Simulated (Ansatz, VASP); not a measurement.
# Two plane-wave programs on TiSbOs4

```xyz
6
Lattice="0.0000 3.6923 3.6923 3.6923 0.0000 3.6923 3.6923 3.6923 0.0000" Properties=species:S:1:pos:R:3 pbc="T T T"
Ti    0.0000    0.0000    0.0000
Sb    5.5384    5.5384    5.5384
Os    4.6175    2.7671    4.6175
Os    4.6175    4.6175    2.7671
Os    2.7671    2.7671    2.7671
Os    2.7671    4.6175    4.6175
```

Alike in both runs: functional PBE; k mesh 4 × 4 × 4; occupations gaussian, width 0.1 eV; no spin polarisation.

Ansatz relaxed the structure, and its values are those at the end. VASP's run is a single point on that final structure, the one shown.

|  | VASP | Ansatz |
| --- | --- | --- |
| version | VASP 6.6.1 | Ansatz 0.2.0 |
| potentials or method | VASP PAW PBE potentials, release 64 (Ti_sv, Sb, Os), cutoff 520 eV | scalar-relativistic, plane waves, PAW |
| valence electrons in the cell | 49 | 91 |

|  | VASP | Ansatz | Ansatz less VASP |
| --- | --- | --- | --- |
| gap on the k mesh at the Fermi level (eV) | none | none | - |
| pressure (GPa) | 0.1 | 0.1 | -0.02 |
| rms of the force components (eV/Å) | 0.008 | 0.003 | -0.0042 |

A gap of «none» marks a metal or a gap that the smearing closes. With one functional, cell and mesh, what is left measures potentials, basis and numerics. VASP's potentials hold 49 valence electrons a cell and Ansatz's 91, so a difference there can come from the potentials and not from the codes.

The k mesh is coarse, so the values compare programs but aren't converged. Spin-orbit coupling is off throughout.
